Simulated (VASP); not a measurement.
# KTaO3: single point with PBEsol+U

Crystal: KTaO3.

```
CELL_PARAMETERS angstrom
3.98830 0.00000 0.00000
0.00000 3.98830 0.00000
0.00000 0.00000 3.98830
ATOMIC_POSITIONS crystal
Ta 0.00000 0.00000 0.00000
K 0.50000 0.50000 0.50000
O 0.00000 0.00000 0.50000
O 0.00000 0.50000 0.00000
O 0.50000 0.00000 0.00000
```

```
Program                : VASP 6.6.1
Task                   : single point
Functional             : PBEsol
Potentials or basis    : VASP PAW PBE potentials, release 64 (Ta_sv_GW, K_sv, O)
Cutoff                 : 600 eV
k mesh                 : 7 × 7 × 7
Occupations            : fermi-dirac, width 0.05 eV
Spin                   : no spin polarisation
Hubbard terms          : Ta d U = 5.0 eV
Dipole correction      : no
Second run             : valence_matched
Further INCAR settings : ALGO = Normal; EDIFF = 1e-06; NBANDS = 28
```

```json
{"Pressure": "4.9 GPa", "Band gap on the k mesh": "2.87 eV, indirect (least direct gap 3.51 eV)"}
```

Levels at points of the mesh, in eV from the valence-band top:
```csv
k point,band 16,band 17,band 18,band 19,band 20,band 21,band 22,band 23,band 24,band 25
"(0.00, 0.00, 0.00)",-1.03,-1.03,-0.63,-0.63,-0.63,2.87,2.87,2.87,6.38,7.09
```

Eigenvalues of the final occupation matrices:
```tsv
site	spin	trace	eigenvalues
site 1 d	1	0.91	0.13 0.13 0.13 0.26 0.26
site 1 d	2	0.91	0.13 0.13 0.13 0.26 0.26
```

Run time: 61 s on 1 thread of Intel(R) Xeon(R) Platinum 8488C (Sapphire Rapids), on a shared host, peak memory 0.2 GiB.

Caveat: the PAW data sets were made with another functional, which shifts forces and pressure a little; spin-orbit coupling is left out, which moves the levels of the heavy elements. A k mesh can miss the band edges.
